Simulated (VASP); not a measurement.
Crystal: Mg.

```
CELL_PARAMETERS angstrom
3.21863 0.00000 0.00000
-1.60932 2.78742 0.00000
0.00000 0.00000 10.45465
ATOMIC_POSITIONS crystal
Mg 0.66667 0.33333 0.75000
Mg 0.00000 0.00000 0.50000
Mg 0.33333 0.66667 0.25000
Mg 0.00000 0.00000 0.00000
```

Base run:

```yaml
Program: VASP 6.6.1
Functional: PBEsol
Potentials_or_basis: VASP PAW PBE potentials, release 64 (Mg)
Cutoff: 520 eV
k_mesh: 10 × 10 × 3
Occupations: fermi-dirac, width 0.05 eV
Spin: no spin polarisation
```

Its results: band gap on the k mesh zero (band 4 reaches 3.13 eV, above the bottom of band 5 at 1.24 eV); pressure -1.2 GPa.

Task: The run is repeated on the same cell with these changes: functional from PBEsol to PBE; further incar settings from ALGO = Normal; EDIFF = 1e-07; NBANDS = 12 to ALGO = Fast; EDIFF = 1e-06; NBANDS = 12. What comes out?

Result: Band gap on the k mesh zero (band 4 reaches 3.18 eV, above the bottom of band 5 at 1.28 eV); pressure -0.6 GPa.

Caveats: the PAW data sets were made with another functional, which shifts forces and pressure a little (some runs).
